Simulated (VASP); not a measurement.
# MgO (P6_3mc) in VASP: notebook

MgO is run at these levels: r2SCAN, PBE; tasks: single point.

Program: VASP 6.6.1. These are calculated values, not measurements. Logs are shortened: lines on timing, memory, paths and dates and some standing lists are left out, and cuts for length are marked.

## 1. The cell of the first run

The structure is hexagonal, space group P6_3mc (No. 186). The conventional cell has a = 3.321 Å, b = 3.321 Å, c = 5.085 Å, α = 90.00°, β = 90.00°, γ = 120.00°. Mg (site symmetry 3m) has 4 O at 1.99 to 2.00 Å within 2.6 Å. O (site symmetry 3m) has 4 Mg at 1.99 to 2.00 Å within 2.6 Å.

## 2. Single point, r2SCAN (strain +1.0%)

Input file POSCAR:

```
MgO
1.0
    3.3210994004      0.0000000000      0.0000000000
   -1.6605497002      2.8761564492      0.0000000000
    0.0000000000      0.0000000000      5.0847099375
Mg O
2 2
Direct
    0.3333333333      0.6666666667     -0.0095101543
    0.6666666667      0.3333333333      0.4904898457
    0.3333333333      0.6666666667      0.3845101543
    0.6666666667      0.3333333333      0.8845101543
```

Input file INCAR.step1:

```
PREC = Accurate
ENCUT = 520
ISMEAR = 0
SIGMA = 0.01
LREAL = False
LASPH = True
NELM = 80
NBANDS = 16
GGA = PE
ALGO = Normal
EDIFF = 1E-4
LWAVE = True
LCHARG = False
```

Input file INCAR.step2:

```
PREC = Accurate
ENCUT = 520
EDIFF = 1E-6
ISMEAR = 0
SIGMA = 0.01
LREAL = False
LASPH = True
NELM = 80
ALGO = Normal
ISIF = 2
LWAVE = False
LCHARG = False
METAGGA = R2SCAN
LMIXTAU = True
NBANDS = 16
ISTART = 1
```

Input file KPOINTS:

```
regular mesh
0
Gamma
  12 12 6
```

Potentials or basis: VASP PAW PBE potentials, release 64 (Mg, O).

Started as:

```
cat potpaw_PBE.64/Mg/POTCAR potpaw_PBE.64/O/POTCAR > POTCAR
cp INCAR.step1 INCAR
mpirun -np 1 vasp_std > vasp.out
cp INCAR.step2 INCAR
mpirun -np 1 vasp_std > vasp.out
```

OUTCAR:

```text
PREC = Accurate
   ENCUT = 520
   EDIFF = 1E-6
   ISMEAR = 0
   LREAL = False
   LASPH = True
   NELM = 80
   ISIF = 2
   METAGGA = R2SCAN
   ISTART = 1

 ion  position               nearest neighbor table
   1  0.333  0.667  0.990-   4 1.99   4 1.99   4 1.99   3 2.00   2 3.18   2 3.18   2 3.18   2 3.18
                             2 3.18   2 3.18
   2  0.667  0.333  0.490-   3 1.99   3 1.99   3 1.99   4 2.00   1 3.18   1 3.18   1 3.18   1 3.18
                             1 3.18   1 3.18
   3  0.333  0.667  0.385-   2 1.99   2 1.99   2 1.99   1 2.00
   4  0.667  0.333  0.885-   1 1.99   1 1.99   1 1.99   2 2.00

  LATTYP: Found a hexagonal cell.
 ALAT       =     3.3210994004
 C/A-ratio  =     1.5310321446

  Lattice vectors:

 A1 = (   3.3210994004,   0.0000000000,   0.0000000000)
 A2 = (  -1.6605497002,   2.8761564492,   0.0000000000)
 A3 = (   0.0000000000,   0.0000000000,   5.0847099375)

Analysis of symmetry for initial positions (statically):
=====================================================================
 Subroutine PRICEL returns:
 Original cell was already a primitive cell.

 Routine SETGRP: Setting up the symmetry group for a
 hexagonal supercell.

 Subroutine GETGRP returns: Found 12 space group operations
 (whereof  6 operations were pure point group operations)
 out of a pool of 24 trial point group operations.

The static configuration has the point symmetry C_3v.
 The point group associated with its full space group is C_6v.

Analysis of symmetry for dynamics (positions and initial velocities):
=====================================================================
 Subroutine PRICEL returns:
 Original cell was already a primitive cell.

 Routine SETGRP: Setting up the symmetry group for a
 hexagonal supercell.

 Subroutine GETGRP returns: Found 12 space group operations
 (whereof  6 operations were pure point group operations)
 out of a pool of 24 trial point group operations.

The dynamic configuration has the point symmetry C_3v.
 The point group associated with its full space group is C_6v.

 Subroutine INISYM returns: Found 12 space group operations
 (whereof  6 operations are pure point group operations),
 and found     1 'primitive' translations

----------------------------------------------------------------------------------------

                                     Primitive cell

  volume of cell :      48.5692

  direct lattice vectors                    reciprocal lattice vectors
     3.321099400  0.000000000  0.000000000     0.301105110  0.173843116  0.000000000
    -1.660549700  2.876156449  0.000000000     0.000000000  0.347686233  0.000000000
     0.000000000  0.000000000  5.084709938     0.000000000  0.000000000  0.196668052

  length of vectors
     3.321099400  3.321099400  5.084709938     0.347686233  0.347686233  0.196668052

  position of ions in fractional coordinates (direct lattice)
     0.333333333  0.666666667  0.990489846
     0.666666667  0.333333333  0.490489846
     0.333333333  0.666666667  0.384510154
     0.666666667  0.333333333  0.884510154

  ion indices of the primitive-cell ions
   primitive index   ion index
                 1           1
                 2           2
                 3           3
                 4           4

----------------------------------------------------------------------------------------

 KPOINTS: regular mesh

Automatic generation of k-mesh.
 Grid dimensions read from file:
 generate k-points for:   12   12    6

 Generating k-lattice:

  Cartesian coordinates                     Fractional coordinates (reciprocal lattice)
     0.025092092  0.014486926  0.000000000     0.083333333  0.000000000  0.000000000
     0.000000000  0.028973853  0.000000000     0.000000000  0.083333333  0.000000000
     0.000000000  0.000000000  0.032778009     0.000000000  0.000000000  0.166666667

  Length of vectors
     0.028973853  0.028973853  0.032778009

  Shift w.r.t. Gamma in fractional coordinates (k-lattice)
     0.000000000  0.000000000  0.000000000

 Subroutine IBZKPT returns following result:
 ===========================================

 Found     76 irreducible k-points:

 Following reciprocal coordinates:
            Coordinates               Weight
  0.000000  0.000000  0.000000      1.000000
  0.083333  0.000000  0.000000      6.000000
  0.166667  0.000000  0.000000      6.000000
  0.250000  0.000000  0.000000      6.000000
  0.333333  0.000000  0.000000      6.000000
  0.416667  0.000000  0.000000      6.000000
[... 16 lines left out ...]
  0.250000  0.000000  0.166667     12.000000
  0.333333  0.000000  0.166667     12.000000
 [... further k-points ...]
   k-points           NKPTS =     76   k-points in BZ     NKDIM =     76   number of bands    NBANDS=     16
   number of dos      NEDOS =    301   number of ions     NIONS =      4
   total plane-waves  NPLWV =  31360
   dimension x,y,z NGX =    28 NGY =   28 NGZ =   40
   dimension x,y,z NGXF=    56 NGYF=   56 NGZF=   80
   ions per type =               2   2
   NGX,Y,Z   is equivalent  to a cutoff of  14.02, 14.02, 13.08 a.u.
   NGXF,Y,Z  is equivalent  to a cutoff of  28.03, 28.03, 26.16 a.u.
 SYSTEM =  unknown system
   PREC   = accura    normal or accurate (medium, high low for compatibility)
   ISTART =      1    job   : 0-new  1-cont  2-samecut
   ICHARG =      0    charge: 1-file 2-atom 10-const
   ISPIN  =      1    spin polarized calculation?
   LNONCOLLINEAR =      F non collinear calculations
   LSORBIT =      F    spin-orbit coupling
   LASPH  =      T    aspherical Exc in radial PAW
   ENCUT  =  520.0 eV  38.22 Ry    6.18 a.u.   6.18  6.18  9.45*2*pi/ulx,y,z
   NELM   =     80;   NELMIN=  2; NELMDL=  0     # of ELM steps
   EDIFF  = 0.1E-05   stopping-criterion for ELM
   LREAL  =      F    real-space projection
   EDIFFG = 0.1E-04   stopping-criterion for IOM
   NSW    =      0    number of steps for IOM
   IBRION =     -1    ionic relax: 0-MD 1-quasi-New 2-CG
   NFREE  =      0    steps in history (QN), initial steepest desc. (CG)
   ISIF   =      2    stress and relaxation
   ISYM   =      2    0-nonsym 1-usesym 2-fastsym
   POTIM  = 0.5000    time-step for ionic-motion
   TEBEG  =    0.0;   TEEND  =   0.0 temperature during run
   PSTRESS=    0.0 pullay stress
   NELECT =      16.0000    total number of electrons
   NUPDOWN=      -1.0000    fix difference up-down
   EMIN   =  10.00;   EMAX   =-10.00  energy-range for DOS
   EFERMI =   0.00;   METHOD = LEGACY
   ISMEAR =     0;   SIGMA  =   0.01  broadening in eV -4-tet -1-fermi 0-gaus
   EFERMI_NEDOS =   21; number of points for ismear=-14 and -15
   IALGO  =     38    algorithm
   IMIX   =      4    mixing-type and parameters
     AMIX     =   0.40;   BMIX     =  1.00
     AMIX_MAG =   1.60;   BMIX_MAG =  1.00
  volume/ion in A,a.u.               =      12.14        81.94
  Fermi-wavevector in a.u.,A,eV,Ry     =   1.130649  2.136618 17.393255  1.278368
  Thomas-Fermi vector in A             =   2.267346
   LORBIT       =      0    0 simple, 1 ext, 2 COOP (PROOUT), +10 PAW based schemes
   METAGGA = R2SCAN    functional components
   LHFCALC =     F    Hartree Fock is set to
   AEXX    =    0.0000 exact exchange contribution
   IVDW    =     0    specifies the selected vdW correction
   LEPSILON=     F    determine dielectric tensor
   LRPA    =     F    only Hartree local field effects (RPA)
 non-spin polarized calculation
 Gauss-broadening in eV      SIGMA  =   0.01
  energy-cutoff  :      520.00
  volume of cell :       48.57
 maximum number of plane-waves:      1333
 NGX is ok and might be reduce to    28
   NGX = 13   NGY = 13   NGZ = 19

 number of electron      15.9999999 magnetization

 Free energy of the ion-electron system (eV)
  ---------------------------------------------------
  ext. energy  EPLUGINS =         0.00000000
  ---------------------------------------------------
  free energy    TOTEN  =       -31.83572053 eV

  energy without entropy =      -31.83572053  energy(sigma->0) =      -31.83572053

 E-fermi :   0.6108     XC(G=0): -10.0667

 val. band max:        0.5136524299   @ k =   0.0000   0.0000   0.0000
 cond. band min:       4.5552086421   @ k =   0.0000   0.0000   0.0000
 fundamental gap:      4.0415562122
 Fermi energy:         0.6108421787

 k-point     1 :       0.0000    0.0000    0.0000
  band No.  band energies     occupation
      1     -16.5414      2.00000
      2     -15.8262      2.00000
      3      -2.6364      2.00000
      4      -0.1537      2.00000
      5      -0.1537      2.00000
      6       0.1554      2.00000
[... 8 lines left out ...]
     15      17.9222      0.00000
     16      17.9222      0.00000

 k-point     2 :       0.0833    0.0000    0.0000
  band No.  band energies     occupation
      1     -16.5091      2.00000
      2     -15.8148      2.00000
      3      -2.5696      2.00000
      4      -0.3175      2.00000
      5      -0.2011      2.00000
      6      -0.0616      2.00000
[... 8 lines left out ...]
     15      17.9266      0.00000
     16      18.0928      0.00000

 k-point     3 :       0.1667    0.0000    0.0000
  band No.  band energies     occupation
      1     -16.4180      2.00000
      2     -15.7850      2.00000
      3      -2.3760      2.00000
      4      -0.8094      2.00000
      5      -0.4699      2.00000
      6      -0.3146      2.00000
[... 8 lines left out ...]
     15      16.9607      0.00000
     16      17.2847      0.00000

 k-point     4 :       0.2500    0.0000    0.0000
  band No.  band energies     occupation
      1     -16.2851      2.00000
      2     -15.7494      2.00000
      3      -2.0786      2.00000
      4      -1.4249      2.00000
      5      -0.8857      2.00000
      6      -0.4488      2.00000
[... 8 lines left out ...]
     15      16.2454      0.00000
     16      16.8073      0.00000
[... 324 lines left out ...]
 k-point    22 :       0.1667    0.0000    0.1667
  band No.  band energies     occupation
      1     -16.3774      2.00000
      2     -15.8293      2.00000
      3      -2.2820      2.00000
      4      -0.8384      2.00000
      5      -0.5227      2.00000
      6      -0.2851      2.00000
[... 8 lines left out ...]
     15      17.0237      0.00000
     16      17.1132      0.00000

 k-point    23 :       0.2500    0.0000    0.1667
  band No.  band energies     occupation
      1     -16.2500      2.00000
      2     -15.7861      2.00000
      3      -2.0959      2.00000
      4      -1.4007      2.00000
      5      -0.8813      2.00000
      6      -0.4130      2.00000
[... 8 lines left out ...]
     15      16.2703      0.00000
     16      16.8132      0.00000

 k-point    24 :       0.3333    0.0000    0.1667
  band No.  band energies     occupation
      1     -16.1090      2.00000
      2     -15.7524      2.00000
      3      -2.1420      2.00000
      4      -1.6822      2.00000
      5      -1.1073      2.00000
      6      -0.5286      2.00000
[... 8 lines left out ...]
     15      15.8714      0.00000
     16      17.0098      0.00000

 [... further k-points ...]
[... 5 lines left out ...]
  --------------------------------------------------------------------------------------
  -------------------------------------------------------------------------------------
  Total       -1.3342801     -1.3342801     -1.0789649      0.0000000      0.0000000     -0.0000000
  in kB      -44.0146259    -44.0146259    -35.5924055      0.0000000      0.0000000     -0.0000000
  external PRESSURE =     -41.2072191 kB  Pullay stress =       0.0000000 kB

 VOLUME and BASIS-vectors are now :
 -----------------------------------------------------------------------------
  energy-cutoff  :      520.00
  volume of cell :       48.57
      direct lattice vectors                 reciprocal lattice vectors
     3.321099400  0.000000000  0.000000000     0.301105110  0.173843116  0.000000000
    -1.660549700  2.876156449  0.000000000     0.000000000  0.347686233  0.000000000
     0.000000000  0.000000000  5.084709938     0.000000000  0.000000000  0.196668052

 POSITION                                       TOTAL-FORCE (eV/Angst)
 -----------------------------------------------------------------------------------
     -0.00000      1.91744      5.03635         0.000000     -0.000000      0.003013
      1.66055      0.95872      2.49400        -0.000000      0.000000      0.003013
     -0.00000      1.91744      1.95512         0.000000      0.000000     -0.003013
      1.66055      0.95872      4.49748         0.000000      0.000000     -0.003013
 -----------------------------------------------------------------------------------
    total drift:                               -0.000000      0.000000     -0.000942

  FREE ENERGIE OF THE ION-ELECTRON SYSTEM (eV)
  ---------------------------------------------------
  free  energy   TOTEN  =       -31.8357205348 eV

  energy  without entropy=      -31.8357205348  energy(sigma->0) =      -31.83572053
```

Run time: 86 s. Hardware: 1 thread of Intel Xeon 6975P-C (Granite Rapids), shared host; peak memory 0.21 GiB.

Results:

```
Free energy            : -31.8357 eV
Pressure               : -4.1 GPa
Largest force          : 0.003 eV/Å
Band gap on the k mesh : 4.04 eV, direct
```

Forces in eV/Å, atoms in the order of the input:
```
Mg   0.000  0.000  0.003
Mg   0.000  0.000  0.003
O    0.000  0.000 -0.003
O    0.000  0.000 -0.003
```

Caveat: the cell differs from its parent crystal (strain +1.0%); the PAW data sets were made with another functional, which shifts forces and pressure a little. A k mesh can miss the band edges.

## 3. Single point, r2SCAN (strain +2.0%)

Input file POSCAR:

```
MgO
1.0
    3.3539815726      0.0000000000      0.0000000000
   -1.6769907863      2.9046332457      0.0000000000
    0.0000000000      0.0000000000      5.1350536003
Mg O
2 2
Direct
    0.3333333333      0.6666666667     -0.0091202471
    0.6666666667      0.3333333333      0.4908797529
    0.3333333333      0.6666666667      0.3841202471
    0.6666666667      0.3333333333      0.8841202471
```

Input file INCAR.step1:

```
SYSTEM = MgO
PREC = Accurate
ENCUT = 520
ISMEAR = 0
SIGMA = 0.01
LREAL = .False.
LASPH = .True.
NELM = 100
NBANDS = 16
GGA = PE
ALGO = Normal
EDIFF = 1E-4
LWAVE = .True.
LCHARG = .False.
```

Input file INCAR.step2:

```
SYSTEM = MgO
PREC = Accurate
ENCUT = 520
EDIFF = 1E-6
ISMEAR = 0
SIGMA = 0.01
LREAL = .False.
LASPH = .True.
NELM = 100
ALGO = Normal
ISIF = 2
LWAVE = .False.
LCHARG = .False.
METAGGA = R2SCAN
LMIXTAU = .True.
NBANDS = 16
ISTART = 1
```

Input file KPOINTS:

```
Automatic mesh
0
Gamma
  12 12 6
  0 0 0
```

Potentials or basis: VASP PAW PBE potentials, release 64 (Mg, O).

Started as:

```
cat potpaw_PBE.64/Mg/POTCAR potpaw_PBE.64/O/POTCAR > POTCAR
cp INCAR.step1 INCAR
mpirun -np 1 vasp_std > vasp.out
cp INCAR.step2 INCAR
mpirun -np 1 vasp_std > vasp.out
```

OUTCAR:

```text
SYSTEM = MgO
   PREC = Accurate
   ENCUT = 520
   EDIFF = 1E-6
   ISMEAR = 0
   LREAL = .False.
   LASPH = .True.
   NELM = 100
   ISIF = 2
   METAGGA = R2SCAN
   ISTART = 1

 ion  position               nearest neighbor table
   1  0.333  0.667  0.991-   4 2.01   4 2.01   4 2.01   3 2.02   2 3.22   2 3.22   2 3.22   2 3.22
                             2 3.22   2 3.22
   2  0.667  0.333  0.491-   3 2.01   3 2.01   3 2.01   4 2.02   1 3.22   1 3.22   1 3.22   1 3.22
                             1 3.22   1 3.22
   3  0.333  0.667  0.384-   2 2.01   2 2.01   2 2.01   1 2.02
   4  0.667  0.333  0.884-   1 2.01   1 2.01   1 2.01   2 2.02
[... 662 lines left out ...]
  -------------------------------------------------------------------------------------
  Total       -2.4199510     -2.4199510     -1.9475927      0.0000000     -0.0000000      0.0000000
  in kB      -77.5033019    -77.5033019    -62.3751724      0.0000000     -0.0000000      0.0000000
  external PRESSURE =     -72.4605921 kB  Pullay stress =       0.0000000 kB

 VOLUME and BASIS-vectors are now :
 -----------------------------------------------------------------------------
  energy-cutoff  :      520.00
  volume of cell :       50.03
      direct lattice vectors                 reciprocal lattice vectors
     3.353981573  0.000000000  0.000000000     0.298153099  0.172138772  0.000000000
    -1.676990786  2.904633246  0.000000000     0.000000000  0.344277544  0.000000000
     0.000000000  0.000000000  5.135053600     0.000000000  0.000000000  0.194739934

 POSITION                                       TOTAL-FORCE (eV/Angst)
 -----------------------------------------------------------------------------------
     -0.00000      1.93642      5.08822        -0.000000      0.000000      0.002244
      1.67699      0.96821      2.52069         0.000000      0.000000      0.002244
     -0.00000      1.93642      1.97248         0.000000      0.000000     -0.002244
      1.67699      0.96821      4.54000        -0.000000      0.000000     -0.002244
 -----------------------------------------------------------------------------------
    total drift:                               -0.000000     -0.000000      0.001050

  FREE ENERGIE OF THE ION-ELECTRON SYSTEM (eV)
  ---------------------------------------------------
  free  energy   TOTEN  =       -31.7849667682 eV

  energy  without entropy=      -31.7849667682  energy(sigma->0) =      -31.78496677
```

OUTCAR.step1:

```text
SYSTEM = MgO
   PREC = Accurate
   ENCUT = 520
   ISMEAR = 0
   LREAL = .False.
   LASPH = .True.
   NELM = 100
[... 689 lines left out ...]
      1.67699      0.96821      2.52069        -0.000000      0.000000     -0.014929
     -0.00000      1.93642      1.97248         0.000000      0.000000      0.014929
      1.67699      0.96821      4.54000        -0.000000      0.000000      0.014929
 -----------------------------------------------------------------------------------
    total drift:                               -0.000000     -0.000000     -0.002692

  FREE ENERGIE OF THE ION-ELECTRON SYSTEM (eV)
  ---------------------------------------------------
  free  energy   TOTEN  =       -23.5193160491 eV

  energy  without entropy=      -23.5193160491  energy(sigma->0) =      -23.51931605
```

OSZICAR.step1:

```text
N       E                     dE             d eps       ncg     rms          rms(c)
DAV:   1     0.609317486512E+02    0.60932E+02   -0.74488E+03  2432   0.878E+02
DAV:   2    -0.235348452282E+02   -0.84467E+02   -0.77563E+02  3280   0.193E+02
DAV:   3    -0.277387307485E+02   -0.42039E+01   -0.41940E+01  2832   0.451E+01
DAV:   4    -0.277568003006E+02   -0.18070E-01   -0.18069E-01  2920   0.347E+00
DAV:   5    -0.277568938224E+02   -0.93522E-04   -0.93522E-04  2776   0.240E-01    0.116E+01
DAV:   6    -0.235892589296E+02    0.41676E+01   -0.12627E+01  2432   0.262E+01    0.406E+00
DAV:   7    -0.235264444191E+02    0.62815E-01   -0.19987E-01  2464   0.356E+00    0.222E+00
DAV:   8    -0.235210908021E+02    0.53536E-02   -0.10868E-01  2536   0.354E+00    0.527E-01
DAV:   9    -0.235184278459E+02    0.26630E-02   -0.34351E-03  3032   0.538E-01    0.176E-01
DAV:  10    -0.235192903423E+02   -0.86250E-03   -0.15551E-03  2480   0.252E-01    0.284E-02
DAV:  11    -0.235193160491E+02   -0.25707E-04   -0.17623E-05  1672   0.275E-02
   1 F= -.23519316E+02 E0= -.23519316E+02  d E =-.844041E-75
```

Run time: 86 s. Hardware: 1 thread of Intel Xeon 6975P-C (Granite Rapids), shared host; peak memory 0.21 GiB.

What came out:

```yaml
Free_energy: -31.7850 eV
Pressure: -7.2 GPa
Band_gap_on_the_k_mesh: 3.88 eV, direct
```

Forces in eV/Å, atoms in the order of the input:
```
Mg   0.000  0.000  0.002
Mg   0.000  0.000  0.002
O    0.000  0.000 -0.002
O    0.000  0.000 -0.002
```

Stress tensor (GPa, compression positive):
```
-7.75  0.00  0.00
 0.00 -7.75  0.00
 0.00  0.00 -6.24
```

Caveat: the cell differs from its parent crystal (strain +2.0%); the PAW data sets were made with another functional, which shifts forces and pressure a little.

(Continued in part 2 of 2.)
